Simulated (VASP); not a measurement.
# Al2Cu (I4/mcm) in VASP: notebook

Al2Cu is run at these levels: PBEsol; tasks: single point.

Program: VASP 6.6.1. These are calculated values, not measurements. Logs are shortened: lines on timing, memory, paths and dates and some standing lists are left out, and cuts for length are marked.

## (1) The cell of the first run

Symmetry: I4/mcm, No. 140, tetragonal system. The conventional cell has a = 5.693 Å, b = 5.693 Å, c = 4.876 Å, α = 90.00°, β = 90.00°, γ = 90.00°. Al (site symmetry m2m) has 4 Cu at 2.46 Å and 11 Al at 2.57 to 3.04 Å within 3.3 Å. Cu (site symmetry 422) has 2 Cu at 2.44 Å and 8 Al at 2.46 Å within 3.2 Å.

## (2) Single point, PBEsol

INCAR

```
SYSTEM = Al2Cu
PREC = Accurate ; ENCUT = 520
EDIFF = 1E-7 ; ISMEAR = 0
SIGMA = 0.15 ; LREAL = .False.
LASPH = .True. ; NELM = 80
ALGO = Fast ; ISIF = 2
LWAVE = .False. ; LCHARG = .False.
GGA = PS ; NBANDS = 26
```

KPOINTS

```
regular mesh
0
Gamma
  10 10 10
  0 0 0
```

POSCAR

```
Al2Cu
1.0
   -2.8467000000      2.8467000000      2.4379500000
    2.8467000000     -2.8467000000      2.4379500000
    2.8467000000      2.8467000000     -2.4379500000
Al Cu
4 2
Direct
    0.1593210787      0.6593210787      0.8186421574
    0.6593210787      0.8406789213      0.5000000000
    0.8406789213      0.3406789213      0.1813578426
    0.3406789213      0.1593210787      0.5000000000
    0.7500000000      0.7500000000      0.0000000000
    0.2500000000      0.2500000000      0.0000000000
```

Potentials or basis: VASP PAW PBE potentials, release 64 (Al, Cu).

Command:

```
cat potpaw_PBE.64/Al/POTCAR potpaw_PBE.64/Cu/POTCAR > POTCAR
mpirun -np 1 vasp_std > vasp.out
```

OUTCAR:

```text
SYSTEM = Al2Cu
   PREC = Accurate
   ENCUT = 520
   EDIFF = 1E-7
   ISMEAR = 0
   LREAL = .False.
   LASPH = .True.
   NELM = 80
   ISIF = 2
   GGA = PS

 ion  position               nearest neighbor table
   1  0.159  0.659  0.819-   5 2.46   6 2.46   5 2.46   6 2.46   3 2.57   3 2.84   3 2.84   4 3.03
                             2 3.03   2 3.03   4 3.03   4 3.04   2 3.04   2 3.04   4 3.04
   2  0.659  0.841  0.500-   6 2.46   5 2.46   5 2.46   6 2.46   4 2.57   4 2.84   4 2.84   1 3.03
                             3 3.03   3 3.03   1 3.03   1 3.04   3 3.04   1 3.04   3 3.04
   3  0.841  0.341  0.181-   5 2.46   6 2.46   5 2.46   6 2.46   1 2.57   1 2.84   1 2.84   4 3.03
                             2 3.03   4 3.03   2 3.03   4 3.04   2 3.04   4 3.04   2 3.04
   4  0.341  0.159  0.500-   5 2.46   6 2.46   6 2.46   5 2.46   2 2.57   2 2.84   2 2.84   3 3.03
                             1 3.03   1 3.03   3 3.03   3 3.04   1 3.04   1 3.04   3 3.04
   5  0.750  0.750  0.000-   6 2.44   6 2.44   2 2.46   4 2.46   2 2.46   4 2.46   1 2.46   3 2.46
                             3 2.46   1 2.46
   6  0.250  0.250  0.000-   5 2.44   5 2.44   4 2.46   3 2.46   4 2.46   1 2.46   2 2.46   2 2.46
                             1 2.46   3 2.46

  LATTYP: Found a body centered tetragonal cell.
 ALAT       =     5.6934000000
 C/A-ratio  =     0.8564126884

  Lattice vectors:

 A1 = (  -2.8467000000,   2.8467000000,   2.4379500000)
 A2 = (   2.8467000000,  -2.8467000000,   2.4379500000)
 A3 = (   2.8467000000,   2.8467000000,  -2.4379500000)

Analysis of symmetry for initial positions (statically):
=====================================================================
 Subroutine PRICEL returns:
 Original cell was already a primitive cell.

 Routine SETGRP: Setting up the symmetry group for a
 body centered tetragonal supercell.

 Subroutine GETGRP returns: Found 16 space group operations
 (whereof  8 operations were pure point group operations)
 out of a pool of 16 trial point group operations.

The static configuration has the point symmetry C_4h.
 The point group associated with its full space group is D_4h.

Analysis of symmetry for dynamics (positions and initial velocities):
=====================================================================
 Subroutine PRICEL returns:
 Original cell was already a primitive cell.

 Routine SETGRP: Setting up the symmetry group for a
 body centered tetragonal supercell.

 Subroutine GETGRP returns: Found 16 space group operations
 (whereof  8 operations were pure point group operations)
 out of a pool of 16 trial point group operations.

The dynamic configuration has the point symmetry C_4h.
[... 114 lines left out ...]
   ISIF   =      2    stress and relaxation
   ISYM   =      2    0-nonsym 1-usesym 2-fastsym
   POTIM  = 0.5000    time-step for ionic-motion
   TEBEG  =    0.0;   TEEND  =   0.0 temperature during run
   PSTRESS=    0.0 pullay stress
   NELECT =      34.0000    total number of electrons
   NUPDOWN=      -1.0000    fix difference up-down
   EMIN   =  10.00;   EMAX   =-10.00  energy-range for DOS
   EFERMI =   0.00;   METHOD = LEGACY
   ISMEAR =     0;   SIGMA  =   0.15  broadening in eV -4-tet -1-fermi 0-gaus
   EFERMI_NEDOS =   21; number of points for ismear=-14 and -15
   IALGO  =     68    algorithm
   IMIX   =      4    mixing-type and parameters
     AMIX     =   0.40;   BMIX     =  1.00
     AMIX_MAG =   1.60;   BMIX_MAG =  1.00
  volume/ion in A,a.u.               =      13.17        88.88
  Fermi-wavevector in a.u.,A,eV,Ry     =   1.235886  2.335486 20.781731  1.527414
  Thomas-Fermi vector in A             =   2.370517
   LORBIT       =      0    0 simple, 1 ext, 2 COOP (PROOUT), +10 PAW based schemes
   GGA     = PS    functional components
   LHFCALC =     F    Hartree Fock is set to
   AEXX    =    0.0000 exact exchange contribution
   IVDW    =     0    specifies the selected vdW correction
   LEPSILON=     F    determine dielectric tensor
   LRPA    =     F    only Hartree local field effects (RPA)
 non-spin polarized calculation
 RMM-DIIS sequential band-by-band and
 Gauss-broadening in eV      SIGMA  =   0.15
  energy-cutoff  :      520.00
  volume of cell :       79.03
 maximum number of plane-waves:      2149
   NGX = 17   NGY = 17   NGZ = 17

 number of electron      34.0000005 magnetization

 Free energy of the ion-electron system (eV)
  ---------------------------------------------------
  ext. energy  EPLUGINS =         0.00000000
  ---------------------------------------------------
  free energy    TOTEN  =       -25.62707522 eV

  energy without entropy =      -25.60567399  energy(sigma->0) =      -25.61637460

 E-fermi :   9.3183     XC(G=0): -11.4821

 val. band max:        9.3066115579   @ k =  -0.3000  -0.3000   0.3000
 cond. band min:       9.3198882327   @ k =  -0.4000   0.2000   0.1000
 fundamental gap:      0.0132766748
 Fermi energy:         9.3182785716

 k-point     1 :       0.0000    0.0000    0.0000
  band No.  band energies     occupation
      1      -2.3439      2.00000
      2       3.4817      2.00000
      3       3.5224      2.00000
      4       3.5224      2.00000
      5       3.7123      2.00000
      6       4.6252      2.00000
[... 685 lines left out ...]
     25      16.9744      0.00000
     26      17.2560      0.00000

 [... further k-points ...]

------------------------ aborting loop because EDIFF is reached ----------------------------------------

  FORCE on cell =-STRESS in cart. coord.  units (eV):
  Direction    XX          YY          ZZ          XY          YZ          ZX
  --------------------------------------------------------------------------------------
  -------------------------------------------------------------------------------------
  Total        8.1430458      8.1430458      3.1361664      0.0000000      0.0000000      0.0000000
  in kB      165.0932330    165.0932330     63.5830691      0.0000000      0.0000000      0.0000000
  external PRESSURE =     131.2565117 kB  Pullay stress =       0.0000000 kB

 VOLUME and BASIS-vectors are now :
 -----------------------------------------------------------------------------
  energy-cutoff  :      520.00
  volume of cell :       79.03
      direct lattice vectors                 reciprocal lattice vectors
    -2.846700000  2.846700000  2.437950000     0.000000000  0.175641971  0.205090342
     2.846700000 -2.846700000  2.437950000     0.175641971  0.000000000  0.205090342
     2.846700000  2.846700000 -2.437950000     0.175641971  0.175641971  0.000000000

 POSITION                                       TOTAL-FORCE (eV/Angst)
 -----------------------------------------------------------------------------------
      3.75378      0.90708      0.00000         0.123756      0.123756     -0.000000
      1.93962      0.90708      2.43795        -0.123756      0.123756      0.000000
     -0.90708      1.93962      2.43795        -0.123756     -0.123756      0.000000
      0.90708      1.93962      0.00000         0.123756     -0.123756      0.000000
      0.00000      0.00000      3.65692        -0.000000     -0.000000      0.000000
      0.00000      0.00000      1.21897        -0.000000     -0.000000      0.000000
 -----------------------------------------------------------------------------------
    total drift:                                0.000000      0.000000      0.000000

  FREE ENERGIE OF THE ION-ELECTRON SYSTEM (eV)
  ---------------------------------------------------
  free  energy   TOTEN  =       -25.6270752168 eV

  energy  without entropy=      -25.6056739902  energy(sigma->0) =      -25.61637460
```

Run time: 2.4 min. Hardware: 1 thread of AMD EPYC 9R45 (Zen 5), shared host; peak memory 0.29 GiB.

Results:

```
Free energy            : -25.6271 eV
Pressure               : 13.1 GPa
Largest force          : 0.175 eV/Å
Band gap on the k mesh : zero (bands 17 and 18 overlap by 4.06 eV)
```

Forces in eV/Å, atoms in the order of the input:
```
Al   0.124  0.124  0.000
Al  -0.124  0.124  0.000
Al  -0.124 -0.124  0.000
Al   0.124 -0.124  0.000
Cu   0.000  0.000  0.000
Cu   0.000  0.000  0.000
```

Levels at points of the mesh, in eV from the Fermi level:
| k point | band 15 | band 16 | band 17 | band 18 | band 19 | band 20 |
| --- | --- | --- | --- | --- | --- | --- |
| (0.00, 0.00, 0.00) | -1.77 | -1.62 | -1.62 | -1.16 | -0.08 | 0.19 |
| (0.50, 0.00, 0.00) | -2.78 | -2.78 | 0.45 | 0.45 | 3.76 | 3.76 |
| (0.50, 0.50, 0.00) | -1.54 | -1.32 | -1.06 | -0.64 | 1.32 | 1.91 |
| (0.50, 0.50, 0.50) | -3.58 | -2.22 | 2.47 | 2.92 | 2.92 | 3.77 |

Caveat: the cell stands under pressure; the PAW data sets were made with another functional, which shifts forces and pressure a little.

## (3) Single point, PBEsol

INCAR

```
SYSTEM = Al2Cu
  PREC = Accurate
  ENCUT = 520
  EDIFF = 1E-6
  ISMEAR = 0
  SIGMA = 0.15
  LREAL = .False.
  LASPH = .True.
  NELM = 60
  ALGO = Fast
  ISIF = 2
  LWAVE = .False.
  LCHARG = .False.
  GGA = PS
  NBANDS = 26
```

KPOINTS is that of step 2.

Edit POSCAR of step 2 so:

```diff
@@ -2,5 +2,5 @@
 1.0
-   -2.8467000000      2.8467000000      2.4379500000
-    2.8467000000     -2.8467000000      2.4379500000
-    2.8467000000      2.8467000000     -2.4379500000
+   -2.9066000000      2.9066000000      2.3414000000
+    2.9066000000     -2.9066000000      2.3414000000
+    2.9066000000      2.9066000000     -2.3414000000
 Al Cu
```

Potentials or basis: VASP PAW PBE potentials, release 64 (Al, Cu).

Command:

```
cat potpaw_PBE.64/Al/POTCAR potpaw_PBE.64/Cu/POTCAR > POTCAR
mpirun -np 1 vasp_std > vasp.out
```

Run time: 2.1 min. Hardware: 1 thread of AMD EPYC 9R45 (Zen 5), shared host; peak memory 0.29 GiB.

Results (log left out):

* Free energy: -25.7423 eV
* Pressure: 12.5 GPa
* Largest force: 0.087 eV/Å
* Band gap on the k mesh: zero (bands 17 and 18 overlap by 4.69 eV)

Forces in eV/Å, atoms in the order of the input:
```
Al  -0.061 -0.061  0.000
Al   0.061 -0.061  0.000
Al   0.061  0.061  0.000
Al  -0.061  0.061  0.000
Cu   0.000  0.000  0.000
Cu   0.000  0.000  0.000
```

Stress tensor (GPa, compression positive):
```
12.45  0.00  0.00
 0.00 12.45  0.00
 0.00  0.00 12.58
```

Levels at points of the mesh, in eV from the Fermi level:
```tsv
k point	band 15	band 16	band 17	band 18	band 19	band 20
(0.00, 0.00, 0.00)	-1.64	-1.46	-1.46	-0.98	-0.06	0.11
(0.50, 0.00, 0.00)	-2.83	-2.83	0.24	0.24	4.31	4.31
(0.50, 0.50, 0.00)	-1.72	-1.49	-0.75	-0.70	0.90	1.43
(0.50, 0.50, 0.50)	-3.58	-1.96	2.75	2.95	2.95	3.56
```

Caveat: the cell stands under pressure; the PAW data sets were made with another functional, which shifts forces and pressure a little.

## (4) Single point, PBEsol

INCAR

```
PREC = Accurate
ENCUT = 520
EDIFF = 1E-6
ISMEAR = 0
SIGMA = 0.15
LREAL = False
LASPH = True
NELM = 80
ALGO = Fast
ISIF = 2
LWAVE = False
LCHARG = False
GGA = PS
NBANDS = 26
```

KPOINTS

```
Automatic mesh
0
Gamma
  10 10 10
```

Edit POSCAR of step 3 so:

```diff
@@ -2,5 +2,5 @@
 1.0
-   -2.9066000000      2.9066000000      2.3414000000
-    2.9066000000     -2.9066000000      2.3414000000
-    2.9066000000      2.9066000000     -2.3414000000
+   -2.8766500000      2.8766500000      2.3896500000
+    2.8766500000     -2.8766500000      2.3896500000
+    2.8766500000      2.8766500000     -2.3896500000
 Al Cu
```

Potentials or basis: VASP PAW PBE potentials, release 64 (Al, Cu).

Command:

```
cat potpaw_PBE.64/Al/POTCAR potpaw_PBE.64/Cu/POTCAR > POTCAR
mpirun -np 1 vasp_std > vasp.out
```

OUTCAR:

```text
PREC = Accurate
   ENCUT = 520
   EDIFF = 1E-6
   ISMEAR = 0
   LREAL = False
   LASPH = True
   NELM = 80
   ISIF = 2
   GGA = PS

 ion  position               nearest neighbor table
   1  0.159  0.659  0.819-   5 2.47   6 2.47   5 2.47   6 2.47   3 2.59   3 2.81   3 2.81   4 3.01
                             2 3.01   2 3.01   4 3.01   4 3.06   2 3.06   2 3.06   4 3.06
   2  0.659  0.841  0.500-   6 2.47   6 2.47   5 2.47   5 2.47   4 2.59   4 2.81   4 2.81   3 3.01
                             1 3.01   1 3.01   3 3.01   1 3.06   3 3.06   1 3.06   3 3.06
   3  0.841  0.341  0.181-   5 2.47   6 2.47   5 2.47   6 2.47   1 2.59   1 2.81   1 2.81   2 3.01
                             4 3.01   4 3.01   2 3.01   4 3.06   2 3.06   4 3.06   2 3.06
   4  0.341  0.159  0.500-   5 2.47   5 2.47   6 2.47   6 2.47   2 2.59   2 2.81   2 2.81   3 3.01
                             1 3.01   1 3.01   3 3.01   1 3.06   3 3.06   3 3.06   1 3.06
   5  0.750  0.750  0.000-   6 2.39   6 2.39   4 2.47   4 2.47   2 2.47   2 2.47   1 2.47   3 2.47
                             3 2.47   1 2.47
   6  0.250  0.250  0.000-   5 2.39   5 2.39   2 2.47   2 2.47   4 2.47   4 2.47   3 2.47   1 2.47
                             1 2.47   3 2.47

  LATTYP: Found a body centered tetragonal cell.
 ALAT       =     5.7533000000
 C/A-ratio  =     0.8307058558

  Lattice vectors:

[... 198 lines left out ...]
      1      -2.3467      2.00000
      2       3.4282      2.00000
      3       3.5292      2.00000
      4       3.5293      2.00000
      5       3.6313      2.00000
      6       4.6067      2.00000
[... 685 lines left out ...]
     25      16.9643      0.00000
     26      17.2173      0.00000

 [... further k-points ...]

------------------------ aborting loop because EDIFF is reached ----------------------------------------

  FORCE on cell =-STRESS in cart. coord.  units (eV):
  Direction    XX          YY          ZZ          XY          YZ          ZX
  --------------------------------------------------------------------------------------
  -------------------------------------------------------------------------------------
  Total        6.9384208      6.9384208      4.2413728      0.0000000      0.0000000      0.0000000
  in kB      140.5409488    140.5409488     85.9109847      0.0000000      0.0000000      0.0000000
  external PRESSURE =     122.3309608 kB  Pullay stress =       0.0000000 kB

 VOLUME and BASIS-vectors are now :
 -----------------------------------------------------------------------------
  energy-cutoff  :      520.00
  volume of cell :       79.10
      direct lattice vectors                 reciprocal lattice vectors
    -2.876650000  2.876650000  2.389650000     0.000000000  0.173813290  0.209235662
     2.876650000 -2.876650000  2.389650000     0.173813290  0.000000000  0.209235662
     2.876650000  2.876650000 -2.389650000     0.173813290  0.173813290  0.000000000

 POSITION                                       TOTAL-FORCE (eV/Angst)
 -----------------------------------------------------------------------------------
      3.79327      0.91662      0.00000         0.025586      0.025586      0.000000
      1.96003      0.91662      2.38965        -0.025586      0.025586     -0.000000
     -0.91662      1.96003      2.38965        -0.025586     -0.025586     -0.000000
      0.91662      1.96003      0.00000         0.025586     -0.025586     -0.000000
      0.00000      0.00000      3.58448        -0.000000     -0.000000     -0.000000
      0.00000      0.00000      1.19483        -0.000000     -0.000000     -0.000000
 -----------------------------------------------------------------------------------
    total drift:                                0.000000     -0.000000      0.000000

  FREE ENERGIE OF THE ION-ELECTRON SYSTEM (eV)
  ---------------------------------------------------
  free  energy   TOTEN  =       -25.7130323183 eV

  energy  without entropy=      -25.6949191700  energy(sigma->0) =      -25.70397574
```

stdout:

```text
POSCAR found type information on POSCAR AlCu
 POSCAR found :  2 types and       6 ions
 scaLAPACK will be used
 -----------------------------------------------------------------------------
|                                                                             |
|                                                                             |
|     You enforced a specific xc type in the INCAR file but a different       |
|     I HOPE YOU KNOW WHAT YOU ARE DOING!                                     |
|                                                                             |
 -----------------------------------------------------------------------------

 LDA part: xc-table for (Slater+PW92), standard interpolation
 POSCAR, INCAR and KPOINTS ok, starting setup
 FFT: planning ... GRIDC
 FFT: planning ... GRID_SOFT
 FFT: planning ... GRID
 WAVECAR not read
 entering main loop
```

It took 1.8 min on 1 thread of AMD EPYC 9R45 (Zen 5), shared host; peak memory 0.29 GiB.

Results:

```yaml
Free_energy: -25.7130 eV
Pressure: 12.2 GPa
Largest_force: 0.036 eV/Å
Band_gap_on_the_k_mesh: zero (bands 17 and 18 overlap by 4.37 eV)
```

Forces in eV/Å, atoms in the order of the input:
```
Al   0.026  0.026  0.000
Al  -0.026  0.026  0.000
Al  -0.026 -0.026  0.000
Al   0.026 -0.026  0.000
Cu   0.000  0.000  0.000
Cu   0.000  0.000  0.000
```

Caveat: the cell stands under pressure; the PAW data sets were made with another functional, which shifts forces and pressure a little.

## (5) Overview

```csv
cell,further INCAR settings,gap on the mesh (eV),pressure (GPa),largest force (eV/Å)
"a = 4.706 Å, angles 105.6, 105.6, 117.6°, 6 atoms",ALGO = Fast; EDIFF = 1e-07; NBANDS = 26,none,13.1,0.18
"a = 4.731 Å, angles 104.2, 104.2, 120.7°, 6 atoms",ALGO = Fast; EDIFF = 1e-06; NBANDS = 26,none,12.5,0.09
"a = 4.718 Å, angles 104.9, 104.9, 119.1°, 6 atoms",ALGO = Fast; EDIFF = 1e-06; NBANDS = 26,none,12.2,0.04
```

Alike in all rows: task single point; level PBEsol; potentials or basis VASP PAW PBE potentials, release 64 (Al, Cu); no spin polarisation; k mesh 10 × 10 × 10; cutoff (eV) 520; smearing gaussian 0.15 eV.

Caveats: the cell stands under pressure; the PAW data sets were made with another functional, which shifts forces and pressure a little.

Absolute energies hang on the potentials; compare differences alone.
